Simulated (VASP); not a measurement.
Write the native input for VASP 6.6.1 that does the following.

- Task: single point
- Functional: PBE
- Potentials or basis: VASP PAW PBE potentials, release 64 (Ba_sv, Rh_sv_GW)
- Cutoff: 620 eV
- k mesh: 4 × 4 × 4
- Occupations: gaussian, width 0.1 eV
- Spin: no spin polarisation
- Dipole correction: no
- Further INCAR settings: ALGO = Normal; EDIFF = 1e-06; NBANDS = 32

The structure of Ba3Rh lies in POSCAR:

```
Ba3Rh
1.0
    4.9726917303      0.0000000000      0.0000000000
    0.0000000000      4.9726917303      0.0000000000
    0.0000000000      0.0000000000      4.9726917303
Ba Rh
3 1
Direct
    0.0000000000      0.5000000000      0.5000000000
    0.5000000000      0.0000000000      0.5000000000
    0.5000000000      0.5000000000      0.0000000000
    0.0000000000      0.0000000000      0.0000000000
```

One way to write it, as run:

INCAR

```
PREC = Accurate
ENCUT = 620
EDIFF = 1E-6
ISMEAR = 0
SIGMA = 0.1
LREAL = False
LASPH = True
NELM = 120
ALGO = Normal
ISIF = 2
LWAVE = False
LCHARG = False
GGA = PE
NBANDS = 32
GGA_COMPAT = False
```

KPOINTS

```
regular mesh
0
Gamma
  4 4 4
```

Potentials or basis: VASP PAW PBE potentials, release 64 (Ba_sv, Rh_sv_GW).

Launch:

```bash
$ cat potpaw_PBE.64/Ba_sv/POTCAR potpaw_PBE.64/Rh_sv_GW/POTCAR > POTCAR
$ mpirun -np 1 vasp_std > vasp.out
```

Results of the run:

The pressure is 6.4 GPa. The band gap on the k mesh is zero (an odd number of electrons rules out a gap without spin polarisation).

Caveat: the cell stands under pressure; spin-orbit coupling is left out, which moves the levels of the heavy elements.

It took 53 s on 1 thread of Intel(R) Xeon(R) 6975P-C (Granite Rapids), on a shared host, peak memory 0.27 GiB.
